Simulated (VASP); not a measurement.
**Bi: single point with PBE**

Bi:

```
Bi
1.0
     0.00000    2.31462    2.31462
     2.31462    0.00000    2.31462
     2.31462    2.31462    0.00000
Bi
1
Cartesian
  0.0000 0.0000 0.0000
```

```json
{"Program": "VASP 6.6.1", "Task": "single point", "Functional": "PBE", "Potentials or basis": "VASP PAW PBE potentials, release 64 (Bi_d)", "Cutoff": "500 eV", "k mesh": "6 × 6 × 6", "Occupations": "gaussian, width 0.1 eV", "Spin": "no spin polarisation"}
```

```
Pressure : 22.4 GPa
```

Levels at points of the mesh, in eV from the Fermi level:
```csv
k point,band 3,band 4,band 5,band 6,band 7,band 8,band 9,band 10,band 11,band 12
"(0.00, 0.00, 0.00)",-23.66,-23.50,-23.50,-15.75,6.31,6.31,6.31,8.49,11.40,11.84
"(0.50, 0.00, 0.00)",-23.64,-23.35,-23.35,-11.52,-7.11,4.12,4.12,8.05,8.77,10.43
"(0.50, 0.50, 0.00)",-23.36,-23.32,-23.32,-9.82,-6.07,0.03,0.03,4.02,5.21,17.56
```

Run time: 5.7 s on 1 thread of Intel(R) Xeon(R) Platinum 8488C (Sapphire Rapids), on a shared host, peak memory 0.13 GiB.

Caveat: the k points lie up to 0.39 Å⁻¹ apart; spin-orbit coupling is left out, which moves the levels of the heavy elements.
